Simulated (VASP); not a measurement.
Runs of VASP 6.6.1 on V. The structure is that of space group P6_3/mmc (No. 194), or close to it. The cells are those of the table. 

```tsv
cell	k mesh	gap on the mesh (eV)	pressure (GPa)
a = 2.603, b = 2.603, c = 4.648 Å, angles 90.0, 90.0, 120.0°, 2 atoms	15 × 15 × 8	none	(a)
a = 2.707, b = 2.707, c = 4.834 Å, angles 90.0, 90.0, 120.0°, 2 atoms	15 × 15 × 8	none	-10.5
a = 2.639, b = 2.639, c = 4.712 Å, angles 90.0, 90.0, 120.0°, 2 atoms	13 × 13 × 7	none	0.3
a = 2.529, b = 2.529, c = 4.515 Å, angles 90.0, 90.0, 120.0°, 2 atoms	15 × 15 × 8	none	26.9
a = 2.639, b = 2.639, c = 4.712 Å, angles 90.0, 90.0, 120.0°, 2 atoms	22 × 22 × 11	none	0.3
```

Alike in all rows: task single point; level RPBE; potentials or basis VASP PAW PBE potentials, release 64 (V_sv); no spin polarisation; cutoff (eV) 520; smearing fermi-dirac 0.1 eV.

Estimate the missing entries.

(a) 7.5.

Caveats: the PAW data sets were made with another functional, which shifts forces and pressure a little.

A gap of «none» marks levels without a gap at the run's occupations.
